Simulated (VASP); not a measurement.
# AlN (scanat) (Fm-3m) in VASP: single point with r2SCAN

Aim: the single point of AlN (scanat) with r2SCAN.

Everything below comes from runs of VASP 6.6.1. Logs are shortened: lines on timing, memory, paths and dates and some standing lists are left out, and cuts for length are marked.

## (1) The cell of the first run

Symmetry: Fm-3m, No. 225, cubic system. The conventional cell has a = 4.045 Å, b = 4.045 Å, c = 4.045 Å, α = 90.00°, β = 90.00°, γ = 90.00°. Within 2.7 Å of Al (site symmetry m-3m) lie 6 N at 2.02 Å. Within 2.7 Å of N (site symmetry m-3m) lie 6 Al at 2.02 Å.

## (2) Single point, r2SCAN

POSCAR reads:

```
AlN
1.0
    0.0000000000      2.0222575085      2.0222575085
    2.0222575085      0.0000000000      2.0222575085
    2.0222575085      2.0222575085      0.0000000000
Al N
1 1
Direct
    0.5000000000      0.5000000000      0.5000000000
    0.0000000000      0.0000000000      0.0000000000
```

INCAR.step1 reads:

```
PREC     = Accurate       # precision mode
ENCUT    = 660            # plane-wave cutoff, eV
ISMEAR   = 0              # smearing method
SIGMA    = 0.02           # smearing width, eV
LREAL    = F              # projectors in reciprocal space
LASPH    = T              # aspherical terms in the spheres
NELM     = 120            # most SCF steps
NBANDS   = 11             # bands
GGA      = PE             # functional
ALGO     = Normal         # electronic algorithm
EDIFF    = 1E-5           # SCF threshold, eV
LWAVE    = T              # write WAVECAR
LCHARG   = F              # write CHGCAR
GGA_COMPAT= F
```

INCAR.step2 reads:

```
PREC     = Accurate       # precision mode
ENCUT    = 660            # plane-wave cutoff, eV
EDIFF    = 1E-6           # SCF threshold, eV
ISMEAR   = 0              # smearing method
SIGMA    = 0.02           # smearing width, eV
LREAL    = F              # projectors in reciprocal space
LASPH    = T              # aspherical terms in the spheres
NELM     = 120            # most SCF steps
ALGO     = Normal         # electronic algorithm
ISIF     = 2              # what is computed and relaxed
LWAVE    = F              # write WAVECAR
LCHARG   = F              # write CHGCAR
METAGGA  = R2SCAN         # meta-GGA
LMIXTAU  = T            
NBANDS   = 11             # bands
ISTART   = 1            
GGA_COMPAT= F
```

KPOINTS reads:

```
Automatic mesh
0
Gamma
  10 10 10
```

Potentials or basis: VASP PAW PBE potentials, release 64 (Al, N).

On the command line:

```console
$ cat potpaw_PBE.64/Al/POTCAR potpaw_PBE.64/N/POTCAR > POTCAR
$ cp INCAR.step1 INCAR
$ mpirun -np 1 vasp_std > vasp.out
$ cp INCAR.step2 INCAR
$ mpirun -np 1 vasp_std > vasp.out
```

OUTCAR:

```text
PREC = Accurate
   ENCUT = 660
   EDIFF = 1E-6
   ISMEAR = 0
   LREAL = F
   LASPH = T
   NELM = 120
   ISIF = 2
   METAGGA = R2SCAN
   ISTART = 1

 ion  position               nearest neighbor table
   1  0.500  0.500  0.500-   2 2.02   2 2.02   2 2.02   2 2.02   2 2.02   2 2.02
   2  0.000  0.000  0.000-   1 2.02   1 2.02   1 2.02   1 2.02   1 2.02   1 2.02

  LATTYP: Found a face centered cubic cell.
 ALAT       =     4.0445150170

  Lattice vectors:

 A1 = (   0.0000000000,   2.0222575085,   2.0222575085)
 A2 = (   2.0222575085,   0.0000000000,   2.0222575085)
 A3 = (   2.0222575085,   2.0222575085,   0.0000000000)

Analysis of symmetry for initial positions (statically):
=====================================================================
 Subroutine PRICEL returns:
 Original cell was already a primitive cell.

 Routine SETGRP: Setting up the symmetry group for a
 face centered cubic supercell.

 Subroutine GETGRP returns: Found 48 space group operations
 (whereof 48 operations were pure point group operations)
 out of a pool of 48 trial point group operations.

The static configuration has the point symmetry O_h .

Analysis of symmetry for dynamics (positions and initial velocities):
=====================================================================
 Subroutine PRICEL returns:
 Original cell was already a primitive cell.

 Routine SETGRP: Setting up the symmetry group for a
 face centered cubic supercell.

 Subroutine GETGRP returns: Found 48 space group operations
 (whereof 48 operations were pure point group operations)
 out of a pool of 48 trial point group operations.

The dynamic configuration has the point symmetry O_h .

 Subroutine INISYM returns: Found 48 space group operations
 (whereof 48 operations are pure point group operations),
 and found     1 'primitive' translations

----------------------------------------------------------------------------------------

                                     Primitive cell

  volume of cell :      16.5401

  direct lattice vectors                    reciprocal lattice vectors
     0.000000000  2.022257509  2.022257509    -0.247248433  0.247248433  0.247248433
     2.022257509  0.000000000  2.022257509     0.247248433 -0.247248433  0.247248433
     2.022257509  2.022257509  0.000000000     0.247248433  0.247248433 -0.247248433

  length of vectors
     2.859903995  2.859903995  2.859903995     0.428246848  0.428246848  0.428246848

  position of ions in fractional coordinates (direct lattice)
     0.500000000  0.500000000  0.500000000
     0.000000000  0.000000000  0.000000000

  ion indices of the primitive-cell ions
   primitive index   ion index
                 1           1
                 2           2

----------------------------------------------------------------------------------------

 KPOINTS: Automatic mesh

Automatic generation of k-mesh.
 Grid dimensions read from file:
 generate k-points for:   10   10   10

 Generating k-lattice:

  Cartesian coordinates                     Fractional coordinates (reciprocal lattice)
    -0.024724843  0.024724843  0.024724843     0.100000000  0.000000000  0.000000000
     0.024724843 -0.024724843  0.024724843     0.000000000  0.100000000  0.000000000
     0.024724843  0.024724843 -0.024724843     0.000000000  0.000000000  0.100000000

  Length of vectors
     0.042824685  0.042824685  0.042824685

  Shift w.r.t. Gamma in fractional coordinates (k-lattice)
     0.000000000  0.000000000  0.000000000

 Subroutine IBZKPT returns following result:
 ===========================================

 Found     47 irreducible k-points:

 Following reciprocal coordinates:
            Coordinates               Weight
  0.000000  0.000000  0.000000      1.000000
  0.100000  0.000000  0.000000      8.000000
  0.200000  0.000000  0.000000      8.000000
  0.300000  0.000000  0.000000      8.000000
  0.400000  0.000000  0.000000      8.000000
  0.500000  0.000000  0.000000      4.000000
[... 16 lines left out ...]
  0.300000  0.300000  0.000000      6.000000
  0.400000  0.300000  0.000000     24.000000
 [... further k-points ...]
   k-points           NKPTS =     47   k-points in BZ     NKDIM =     47   number of bands    NBANDS=     11
   number of dos      NEDOS =    301   number of ions     NIONS =      2
   total plane-waves  NPLWV =  13824
   dimension x,y,z NGX =    24 NGY =   24 NGZ =   24
   dimension x,y,z NGXF=    48 NGYF=   48 NGZF=   48
   ions per type =               1   1
   NGX,Y,Z   is equivalent  to a cutoff of  13.95, 13.95, 13.95 a.u.
   NGXF,Y,Z  is equivalent  to a cutoff of  27.90, 27.90, 27.90 a.u.
 SYSTEM =  unknown system
   PREC   = accura    normal or accurate (medium, high low for compatibility)
   ISTART =      1    job   : 0-new  1-cont  2-samecut
   ICHARG =      0    charge: 1-file 2-atom 10-const
   ISPIN  =      1    spin polarized calculation?
   LNONCOLLINEAR =      F non collinear calculations
   LSORBIT =      F    spin-orbit coupling
   LASPH  =      T    aspherical Exc in radial PAW
   ENCUT  =  660.0 eV  48.51 Ry    6.96 a.u.   5.99  5.99  5.99*2*pi/ulx,y,z
   NELM   =    120;   NELMIN=  2; NELMDL=  0     # of ELM steps
   EDIFF  = 0.1E-05   stopping-criterion for ELM
   LREAL  =      F    real-space projection
   EDIFFG = 0.1E-04   stopping-criterion for IOM
   NSW    =      0    number of steps for IOM
   IBRION =     -1    ionic relax: 0-MD 1-quasi-New 2-CG
   NFREE  =      0    steps in history (QN), initial steepest desc. (CG)
   ISIF   =      2    stress and relaxation
   ISYM   =      2    0-nonsym 1-usesym 2-fastsym
   POTIM  = 0.5000    time-step for ionic-motion
   TEBEG  =    0.0;   TEEND  =   0.0 temperature during run
   PSTRESS=    0.0 pullay stress
   NELECT =       8.0000    total number of electrons
   NUPDOWN=      -1.0000    fix difference up-down
   EMIN   =  10.00;   EMAX   =-10.00  energy-range for DOS
   EFERMI =   0.00;   METHOD = LEGACY
   ISMEAR =     0;   SIGMA  =   0.02  broadening in eV -4-tet -1-fermi 0-gaus
   EFERMI_NEDOS =   21; number of points for ismear=-14 and -15
   IALGO  =     38    algorithm
   IMIX   =      4    mixing-type and parameters
     AMIX     =   0.40;   BMIX     =  1.00
     AMIX_MAG =   1.60;   BMIX_MAG =  1.00
  volume/ion in A,a.u.               =       8.27        55.81
  Fermi-wavevector in a.u.,A,eV,Ry     =   1.285065  2.428420 22.468547  1.651392
  Thomas-Fermi vector in A             =   2.417221
   LORBIT       =      0    0 simple, 1 ext, 2 COOP (PROOUT), +10 PAW based schemes
   METAGGA = R2SCAN    functional components
   LHFCALC =     F    Hartree Fock is set to
   AEXX    =    0.0000 exact exchange contribution
   IVDW    =     0    specifies the selected vdW correction
   LEPSILON=     F    determine dielectric tensor
   LRPA    =     F    only Hartree local field effects (RPA)
 non-spin polarized calculation
 Gauss-broadening in eV      SIGMA  =   0.02
  energy-cutoff  :      660.00
  volume of cell :       16.54
 maximum number of plane-waves:       648
   NGX = 11   NGY = 11   NGZ = 11

 number of electron       7.9999999 magnetization

 Free energy of the ion-electron system (eV)
  ---------------------------------------------------
  ext. energy  EPLUGINS =         0.00000000
  ---------------------------------------------------
  free energy    TOTEN  =       -18.89559740 eV

  energy without entropy =      -18.89559740  energy(sigma->0) =      -18.89559740

 E-fermi :   9.8583     XC(G=0): -12.8735

 val. band max:        9.7618103619   @ k =   0.0000   0.0000   0.0000
 cond. band min:      15.2375781841   @ k =   0.5000   0.5000   0.0000
 fundamental gap:      5.4757678222
 Fermi energy:         9.8582725462

 k-point     1 :       0.0000    0.0000    0.0000
  band No.  band energies     occupation
      1      -8.6311      2.00000
      2       9.7618      2.00000
      3       9.7618      2.00000
      4       9.7618      2.00000
      5      16.2655      0.00000
      6      22.6703      0.00000
      7      22.6703      0.00000
      8      22.6703      0.00000
      9      28.3315      0.00000
     10      28.3315      0.00000
     11      28.4571      0.00000

 k-point     2 :       0.1000    0.0000    0.0000
  band No.  band energies     occupation
      1      -8.4226      2.00000
      2       8.7320      2.00000
      3       9.6312      2.00000
      4       9.6312      2.00000
      5      16.8982      0.00000
      6      21.8473      0.00000
      7      22.9935      0.00000
      8      22.9935      0.00000
      9      26.9605      0.00000
     10      26.9605      0.00000
     11      29.4918      0.00000

 k-point     3 :       0.2000    0.0000    0.0000
  band No.  band energies     occupation
      1      -7.8184      2.00000
      2       6.5358      2.00000
      3       9.3138      2.00000
      4       9.3138      2.00000
      5      17.5369      0.00000
      6      21.4721      0.00000
      7      23.2528      0.00000
      8      23.2528      0.00000
      9      26.3680      0.00000
     10      26.3680      0.00000
     11      28.8275      0.00000

 k-point     4 :       0.3000    0.0000    0.0000
  band No.  band energies     occupation
      1      -6.9001      2.00000
      2       4.1497      2.00000
      3       8.9613      2.00000
      4       8.9613      2.00000
      5      17.2325      0.00000
      6      22.5640      0.00000
      7      22.5640      0.00000
      8      22.5884      0.00000
      9      27.9155      0.00000
     10      27.9155      0.00000
     11      27.9527      0.00000

 k-point     5 :       0.4000    0.0000    0.0000
  band No.  band energies     occupation
      1      -5.8990      2.00000
      2       2.1702      2.00000
      3       8.7016      2.00000
      4       8.7016      2.00000
      5      16.8191      0.00000
      6      21.8998      0.00000
      7      21.8998      0.00000
      8      23.8737      0.00000
      9      27.3780      0.00000
     10      30.2941      0.00000
     11      30.2941      0.00000
[... 211 lines left out ...]
 k-point    21 :      -0.3000    0.2000    0.0000
  band No.  band energies     occupation
      1      -5.6846      2.00000
      2       3.2645      2.00000
      3       6.0209      2.00000
      4       8.5630      2.00000
      5      18.8415      0.00000
      6      20.6307      0.00000
      7      22.2912      0.00000
      8      23.0967      0.00000
      9      27.7685      0.00000
     10      30.3196      0.00000
     11      32.0672      0.00000

 k-point    22 :      -0.2000    0.2000    0.0000
  band No.  band energies     occupation
      1      -6.6034      2.00000
      2       4.6849      2.00000
      3       6.7672      2.00000
      4       9.0182      2.00000
      5      19.3091      0.00000
      6      20.6666      0.00000
      7      21.6340      0.00000
      8      23.3153      0.00000
      9      25.6617      0.00000
     10      30.1269      0.00000
     11      31.8428      0.00000

 k-point    23 :       0.3000    0.3000    0.0000
  band No.  band energies     occupation
      1      -6.3590      2.00000
      2       4.7963      2.00000
      3       7.6718      2.00000
      4       7.6719      2.00000
      5      17.1845      0.00000
      6      17.5413      0.00000
      7      22.6230      0.00000
      8      26.5996      0.00000
      9      26.5996      0.00000
     10      31.1753      0.00000
     11      35.3847      0.00000

 k-point    24 :       0.4000    0.3000    0.0000
  band No.  band energies     occupation
      1      -5.6114      2.00000
      2       3.7457      2.00000
      3       6.8946      2.00000
      4       7.4026      2.00000
      5      16.7385      0.00000
      6      17.4740      0.00000
      7      23.0966      0.00000
      8      26.5657      0.00000
      9      27.4395      0.00000
     10      32.6314      0.00000
     11      36.0734      0.00000

 [... further k-points ...]

------------------------ aborting loop because EDIFF is reached ----------------------------------------

  FORCE on cell =-STRESS in cart. coord.  units (eV):
  Direction    XX          YY          ZZ          XY          YZ          ZX
  --------------------------------------------------------------------------------------
  -------------------------------------------------------------------------------------
  Total       -0.2149531     -0.2149531     -0.2149531     -0.0000000      0.0000000     -0.0000000
  in kB      -20.8216408    -20.8216408    -20.8216408     -0.0000000      0.0000000     -0.0000000
  external PRESSURE =     -20.8216408 kB  Pullay stress =       0.0000000 kB

 VOLUME and BASIS-vectors are now :
 -----------------------------------------------------------------------------
  energy-cutoff  :      660.00
  volume of cell :       16.54
      direct lattice vectors                 reciprocal lattice vectors
     0.000000000  2.022257509  2.022257509    -0.247248433  0.247248433  0.247248433
     2.022257509  0.000000000  2.022257509     0.247248433 -0.247248433  0.247248433
     2.022257509  2.022257509  0.000000000     0.247248433  0.247248433 -0.247248433

 POSITION                                       TOTAL-FORCE (eV/Angst)
 -----------------------------------------------------------------------------------
      2.02226      2.02226      2.02226        -0.000000      0.000000     -0.000000
      0.00000      0.00000      0.00000         0.000000     -0.000000      0.000000
 -----------------------------------------------------------------------------------
    total drift:                                0.000000     -0.000000     -0.000000

  FREE ENERGIE OF THE ION-ELECTRON SYSTEM (eV)
  ---------------------------------------------------
  free  energy   TOTEN  =       -18.8955973991 eV

  energy  without entropy=      -18.8955973991  energy(sigma->0) =      -18.89559740
```

It took 30 s on 1 thread of Intel Xeon Platinum 8259CL at 2.50GHz (Skylake/Cascade Lake), shared host; peak memory 0.14 GiB.

Results:

* Free energy: -18.8956 eV
* Pressure: -2.1 GPa
* Band gap on the k mesh: 5.48 eV, indirect (least direct gap 6.50 eV)

Levels at points of the mesh, in eV from the valence-band top:
```tsv
k point	band 1	band 2	band 3	band 4	band 5	band 6	band 7	band 8	band 9
(0.00, 0.00, 0.00)	-18.39	0.00	0.00	0.00	6.50	12.91	12.91	12.91	18.57
(0.50, 0.00, 0.00)	-15.16	-8.44	-1.15	-1.15	6.90	11.90	11.90	14.62	17.47
(0.50, 0.50, 0.00)	-14.19	-7.54	-2.89	-2.89	5.48	5.98	15.36	18.68	18.68
```

Caveat: the PAW data sets were made with another functional, which shifts forces and pressure a little. r2SCAN opens gaps a little over a GGA but as a rule still falls short of measured ones.
